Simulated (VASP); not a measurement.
# TiC (Fm-3m) in VASP: settings compared

Aim: see how the results for TiC move with the level of theory and the settings. Levels: PBE, LDA, PBEsol. Tasks: single point.

Program: VASP 6.6.1. These are calculated values, not measurements. Logs are shortened: lines on timing, memory, paths and dates and some standing lists are left out, and cuts for length are marked.

## Step 1: The cell of the first run

Symmetry: Fm-3m, No. 225, cubic system. The conventional cell has a = 4.332 Å, b = 4.332 Å, c = 4.332 Å, α = 90.00°, β = 90.00°, γ = 90.00°. Ti (site symmetry m-3m) has 6 C at 2.17 Å within 2.9 Å. C (site symmetry m-3m) has 6 Ti at 2.17 Å within 2.9 Å.

## Step 2: Single point, PBE

The input, INCAR:

```
SYSTEM = TiC
ALGO = Normal ; EDIFF = 1E-6
ENCUT = 600 ; GGA = PE
GGA_COMPAT = .False. ; ISIF = 2
ISMEAR = 1 ; LASPH = .True.
LCHARG = .False. ; LREAL = .False.
LWAVE = .False. ; NBANDS = 15
NELM = 120 ; PREC = Accurate
SIGMA = 0.1
```

The input, KPOINTS:

```
k-points
0
Gamma
  15 15 15
  0 0 0
```

The input, POSCAR:

```
TiC
1.0
    0.0000000000      2.1661716127      2.1661716127
    2.1661716127      0.0000000000      2.1661716127
    2.1661716127      2.1661716127      0.0000000000
Ti C
1 1
Direct
    0.0000000000      0.0000000000      0.0000000000
    0.5000000000      0.5000000000      0.5000000000
```

Potentials or basis: VASP PAW PBE potentials, release 64 (Ti_sv, C).

Started as:

```
> cat potpaw_PBE.64/Ti_sv/POTCAR potpaw_PBE.64/C/POTCAR > POTCAR
> mpirun -np 1 vasp_std > vasp.out
```

OUTCAR:

```text
SYSTEM = TiC
   EDIFF = 1E-6
   ENCUT = 600
   GGA = PE
   ISIF = 2
   ISMEAR = 1
   LASPH = .True.
   LREAL = .False.
   NELM = 120
   PREC = Accurate

 ion  position               nearest neighbor table
   1  0.000  0.000  0.000-   2 2.17   2 2.17   2 2.17   2 2.17   2 2.17   2 2.17
   2  0.500  0.500  0.500-   1 2.17   1 2.17   1 2.17   1 2.17   1 2.17   1 2.17

  LATTYP: Found a face centered cubic cell.
 ALAT       =     4.3323432254

  Lattice vectors:

 A1 = (   0.0000000000,   2.1661716127,   2.1661716127)
 A2 = (   2.1661716127,   0.0000000000,   2.1661716127)
 A3 = (   2.1661716127,   2.1661716127,   0.0000000000)

Analysis of symmetry for initial positions (statically):
=====================================================================
 Subroutine PRICEL returns:
 Original cell was already a primitive cell.

 Routine SETGRP: Setting up the symmetry group for a
 face centered cubic supercell.

 Subroutine GETGRP returns: Found 48 space group operations
 (whereof 48 operations were pure point group operations)
 out of a pool of 48 trial point group operations.

The static configuration has the point symmetry O_h .

Analysis of symmetry for dynamics (positions and initial velocities):
=====================================================================
 Subroutine PRICEL returns:
 Original cell was already a primitive cell.

 Routine SETGRP: Setting up the symmetry group for a
 face centered cubic supercell.

 Subroutine GETGRP returns: Found 48 space group operations
 (whereof 48 operations were pure point group operations)
 out of a pool of 48 trial point group operations.

The dynamic configuration has the point symmetry O_h .

 Subroutine INISYM returns: Found 48 space group operations
 (whereof 48 operations are pure point group operations),
 and found     1 'primitive' translations

----------------------------------------------------------------------------------------

                                     Primitive cell

  volume of cell :      20.3287

  direct lattice vectors                    reciprocal lattice vectors
     0.000000000  2.166171613  2.166171613    -0.230821970  0.230821970  0.230821970
     2.166171613  0.000000000  2.166171613     0.230821970 -0.230821970  0.230821970
     2.166171613  2.166171613  0.000000000     0.230821970  0.230821970 -0.230821970

  length of vectors
     3.063429273  3.063429273  3.063429273     0.399795380  0.399795380  0.399795380

  position of ions in fractional coordinates (direct lattice)
     0.000000000  0.000000000  0.000000000
     0.500000000  0.500000000  0.500000000
[... 89 lines left out ...]
   NUPDOWN=      -1.0000    fix difference up-down
   EMIN   =  10.00;   EMAX   =-10.00  energy-range for DOS
   EFERMI =   0.00;   METHOD = LEGACY
   ISMEAR =     1;   SIGMA  =   0.10  broadening in eV -4-tet -1-fermi 0-gaus
   EFERMI_NEDOS =   21; number of points for ismear=-14 and -15
   IALGO  =     38    algorithm
   IMIX   =      4    mixing-type and parameters
     AMIX     =   0.40;   BMIX     =  1.00
     AMIX_MAG =   1.60;   BMIX_MAG =  1.00
  volume/ion in A,a.u.               =      10.16        68.59
  Fermi-wavevector in a.u.,A,eV,Ry     =   1.511513  2.856346 31.084855  2.284672
  Thomas-Fermi vector in A             =   2.621560
   LORBIT       =      0    0 simple, 1 ext, 2 COOP (PROOUT), +10 PAW based schemes
   GGA     = PE    functional components
   LHFCALC =     F    Hartree Fock is set to
   AEXX    =    0.0000 exact exchange contribution
   IVDW    =     0    specifies the selected vdW correction
   LEPSILON=     F    determine dielectric tensor
   LRPA    =     F    only Hartree local field effects (RPA)
 non-spin polarized calculation
 Methfessel and Paxton  Order N= 1 SIGMA  =   0.10
  energy-cutoff  :      600.00
  volume of cell :       20.33
 maximum number of plane-waves:       692
   NGX = 13   NGY = 13   NGZ = 13

 number of electron      16.0000000 magnetization

 Free energy of the ion-electron system (eV)
  ---------------------------------------------------
  ext. energy  EPLUGINS =         0.00000000
  ---------------------------------------------------
  free energy    TOTEN  =       -18.70910612 eV

  energy without entropy =      -18.70875699  energy(sigma->0) =      -18.70898974

 E-fermi :   9.3903     XC(G=0): -12.6943

 val. band max:        9.3871702754   @ k =   0.3333   0.2667   0.0000
 cond. band min:       9.3935553612   @ k =   0.4000   0.3333   0.0000
 fundamental gap:      0.0063850858
 Fermi energy:         9.3902586891

 k-point     1 :       0.0000    0.0000    0.0000
  band No.  band energies     occupation
      1     -47.1844      2.00000
      2     -23.2094      2.00000
      3     -23.2094      2.00000
      4     -23.2094      2.00000
      5      -2.9887      2.00000
      6      10.0991     -0.00000
      7      10.0991     -0.00000
      8      10.0991     -0.00000
      9      11.0808     -0.00000
     10      11.0808     -0.00000
     11      11.0808     -0.00000
     12      11.1172     -0.00000
     13      11.1172     -0.00000
     14      19.8780      0.00000
[... 401 lines left out ...]
      2     -23.3458      2.00000
      3     -23.2507      2.00000
      4     -23.2453      2.00000
      5      -2.1633      2.00000
      6       7.2025      2.00000
      7       8.7162      2.00000
      8       8.9900      2.00000
      9       9.8346     -0.00000
     10      11.3283     -0.00000
     11      12.5072      0.00000
     12      12.8967      0.00000
     13      14.7125      0.00000
     14      21.3160      0.00000
     15      23.6481      0.00000

 [... further k-points ...]

------------------------ aborting loop because EDIFF is reached ----------------------------------------

  FORCE on cell =-STRESS in cart. coord.  units (eV):
  Direction    XX          YY          ZZ          XY          YZ          ZX
  --------------------------------------------------------------------------------------
  -------------------------------------------------------------------------------------
  Total        0.0221833      0.0221833      0.0221833     -0.0000000      0.0000000     -0.0000000
  in kB        1.7483454      1.7483454      1.7483454     -0.0000000      0.0000000     -0.0000000
  external PRESSURE =       1.7483454 kB  Pullay stress =       0.0000000 kB

 VOLUME and BASIS-vectors are now :
 -----------------------------------------------------------------------------
  energy-cutoff  :      600.00
  volume of cell :       20.33
      direct lattice vectors                 reciprocal lattice vectors
     0.000000000  2.166171613  2.166171613    -0.230821970  0.230821970  0.230821970
     2.166171613  0.000000000  2.166171613     0.230821970 -0.230821970  0.230821970
     2.166171613  2.166171613  0.000000000     0.230821970  0.230821970 -0.230821970

 POSITION                                       TOTAL-FORCE (eV/Angst)
 -----------------------------------------------------------------------------------
      0.00000      0.00000      0.00000        -0.000000     -0.000000     -0.000000
      2.16617      2.16617      2.16617         0.000000      0.000000      0.000000
 -----------------------------------------------------------------------------------
    total drift:                                0.000000     -0.000000     -0.000000

  FREE ENERGIE OF THE ION-ELECTRON SYSTEM (eV)
  ---------------------------------------------------
  free  energy   TOTEN  =       -18.7091061185 eV

  energy  without entropy=      -18.7087569911  energy(sigma->0) =      -18.70898974
```

Wall time 65 s (1 thread of Oxide Virtual Turin-like, shared host); peak memory 0.14 GiB.

Results:

| Property | Result |
| --- | --- |
| Free energy | -18.7091 eV |
| Pressure | 0.2 GPa |
| Band gap on the k mesh | zero (bands 8 and 9 overlap by 1.10 eV) |

Levels at points of the mesh, in eV from the Fermi level:
| k point | band 4 | band 5 | band 6 | band 7 | band 8 | band 9 | band 10 | band 11 | band 12 | band 13 |
| --- | --- | --- | --- | --- | --- | --- | --- | --- | --- | --- |
| (0.00, 0.00, 0.00) | -32.60 | -12.38 | 0.71 | 0.71 | 0.71 | 1.69 | 1.69 | 1.69 | 1.73 | 1.73 |

## Step 3: Single point, PBE

This run uses another cell than the first one: it holds 32 atoms, not 2.

The input, INCAR:

```
  ALGO = Normal
  EDIFF = 1E-6
  ENCUT = 600
  GGA = PE
  GGA_COMPAT = False
  ISIF = 2
  ISMEAR = 1
  LASPH = True
  LCHARG = False
  LREAL = Auto
  LWAVE = False
  NBANDS = 150
  NELM = 120
  PREC = Accurate
  SIGMA = 0.1
```

The input, KPOINTS:

```
k-points
0
Gamma
  3 3 3
```

The input, POSCAR:

```
TiC
1.0
   -4.3323432255      4.3323432255      4.3323432255
    4.3323432255     -4.3323432255      4.3323432255
    4.3323432255      4.3323432255     -4.3323432255
Ti C
16 16
Direct
    0.0000000000      0.0000000000      0.0000000000
    0.0000000000      0.2500000000      0.7500000000
    0.0000000000      0.5000000000      0.5000000000
    0.0000000000      0.7500000000      0.2500000000
    0.2500000000      0.0000000000      0.7500000000
    0.2500000000      0.2500000000      0.5000000000
    0.2500000000      0.5000000000      0.2500000000
    0.2500000000      0.7500000000      0.0000000000
    0.5000000000      0.0000000000      0.5000000000
    0.5000000000      0.2500000000      0.2500000000
    0.5000000000      0.5000000000      0.0000000000
    0.5000000000      0.7500000000      0.7500000000
    0.7500000000      0.0000000000      0.2500000000
    0.7500000000      0.2500000000      0.0000000000
    0.7500000000      0.5000000000      0.7500000000
    0.7500000000      0.7500000000      0.5000000000
    0.0000000000      0.0000000000      0.5000000000
    0.0000000000      0.2500000000      0.2500000000
    0.0000000000      0.5000000000      0.0000000000
    0.0000000000      0.7500000000      0.7500000000
    0.2500000000      0.0000000000      0.2500000000
    0.2500000000      0.2500000000      0.0000000000
    0.2500000000      0.5000000000      0.7500000000
    0.2500000000      0.7500000000      0.5000000000
    0.5000000000      0.0000000000      0.0000000000
    0.5000000000      0.2500000000      0.7500000000
    0.5000000000      0.5000000000      0.5000000000
    0.5000000000      0.7500000000      0.2500000000
    0.7500000000      0.0000000000      0.7500000000
    0.7500000000      0.2500000000      0.5000000000
    0.7500000000      0.5000000000      0.2500000000
    0.7500000000      0.7500000000      0.0000000000
```

Potentials or basis: VASP PAW PBE potentials, release 64 (Ti_sv, C).

Started as:

```
> cat potpaw_PBE.64/Ti_sv/POTCAR potpaw_PBE.64/C/POTCAR > POTCAR
> mpirun -np 1 vasp_std > vasp.out
```

Wall time 16 min (1 thread of Oxide Virtual Turin-like, shared host); peak memory 0.53 GiB.

It converged, with:

* Free energy: -299.4273 eV
* Pressure: 0.1 GPa
* Band gap on the k mesh: zero (bands 128 and 129 overlap by 0.17 eV)

Levels at points of the mesh, in eV from the Fermi level:
```
           k point  band 125  band 126  band 127  band 128  band 129  band 130  band 131  band 132
(0.00, 0.00, 0.00)      0.08      0.08      0.08      0.08      0.81      0.81      0.81      1.79
```

## Step 4: Single point, LDA

This run uses another cell than the first one: it holds 32 atoms, not 2.

The input, INCAR:

```
ALGO = Normal
EDIFF = 1E-6
ENCUT = 600
GGA = CA
GGA_COMPAT = F
ISIF = 2
ISMEAR = 1
LASPH = T
LCHARG = F
LREAL = Auto
LWAVE = F
NBANDS = 150
NELM = 120
PREC = Accurate
SIGMA = 0.1
```

KPOINTS is that of step 3.

POSCAR is that of step 3.

Potentials or basis: VASP PAW LDA potentials, release 64 (Ti_sv, C).

Started as:

```
> cat potpaw_LDA.64/Ti_sv/POTCAR potpaw_LDA.64/C/POTCAR > POTCAR
> mpirun -np 1 vasp_std > vasp.out
```

It took 15 min on 1 thread of Oxide Virtual Turin-like, shared host; peak memory 0.42 GiB.

It converged, with:

- Free energy: -328.1256 eV
- Pressure: -12.3 GPa
- Band gap on the k mesh: zero (bands 128 and 129 overlap by 0.22 eV)

Levels at points of the mesh, in eV from the Fermi level:
```tsv
k point	band 126	band 127	band 128	band 129	band 130	band 131
(0.00, 0.00, 0.00)	0.13	0.13	0.13	0.77	0.77	0.77
```

Caveat: the cell stands under tension.

## Step 5: Single point, PBEsol

This run uses another cell than the first one: it holds 32 atoms, not 2.

The input, INCAR:

```
SYSTEM = TiC
PREC = Accurate ; ENCUT = 600
EDIFF = 1E-6 ; ISMEAR = 1
SIGMA = 0.1 ; LREAL = Auto
LASPH = .True. ; NELM = 120
ALGO = Normal ; ISIF = 2
LWAVE = .False. ; LCHARG = .False.
GGA = PS ; NBANDS = 150
GGA_COMPAT = .False.
```

The input, KPOINTS:

```
regular mesh
0
Gamma
  3 3 3
  0 0 0
```

POSCAR is that of step 4.

Potentials or basis: VASP PAW PBE potentials, release 64 (Ti_sv, C).

Started as:

```
> cat potpaw_PBE.64/Ti_sv/POTCAR potpaw_PBE.64/C/POTCAR > POTCAR
> mpirun -np 1 vasp_std > vasp.out
```

It took 12 min on 1 thread of Oxide Virtual Turin-like, shared host; peak memory 0.53 GiB.

Results (log left out):

- Free energy: -316.7345 eV
- Pressure: -6.8 GPa
- Band gap on the k mesh: zero (bands 128 and 129 overlap by 0.19 eV)

Levels at points of the mesh, in eV from the Fermi level:
```csv
k point,band 125,band 126,band 127,band 128,band 129,band 130,band 131,band 132
"(0.00, 0.00, 0.00)",0.10,0.10,0.10,0.10,0.79,0.79,0.79,1.83
```

Caveat: the cell stands under tension; the PAW data sets were made with another functional, which shifts forces and pressure a little.

## Step 6: The runs side by side

```csv
level,potentials or basis,cell,k mesh,gap on the mesh (eV),pressure (GPa)
PBE,"VASP PAW PBE potentials, release 64 (Ti_sv, C)","a = 3.063 Å, angles 60.0°, 2 atoms, atomic positions A",15 × 15 × 15,none,0.2
PBE,"VASP PAW PBE potentials, release 64 (Ti_sv, C)","a = 7.504 Å, angles 109.5°, 32 atoms, atomic positions B",3 × 3 × 3,none,0.1
LDA,"VASP PAW LDA potentials, release 64 (Ti_sv, C)","a = 7.504 Å, angles 109.5°, 32 atoms, atomic positions B",3 × 3 × 3,none,-12.3
PBEsol,"VASP PAW PBE potentials, release 64 (Ti_sv, C)","a = 7.504 Å, angles 109.5°, 32 atoms, atomic positions B",3 × 3 × 3,none,-6.8
```

Alike in all rows: task single point; no spin polarisation; cutoff (eV) 600; smearing methfessel-paxton 0.1 eV.

Caveats: the cell stands under tension (at least some runs); the PAW data sets were made with another functional, which shifts forces and pressure a little (at least some runs).

Absolute energies hang on the potentials; compare differences alone.

The gap in the log of VASP goes by the Fermi energy; the results here count the filled bands.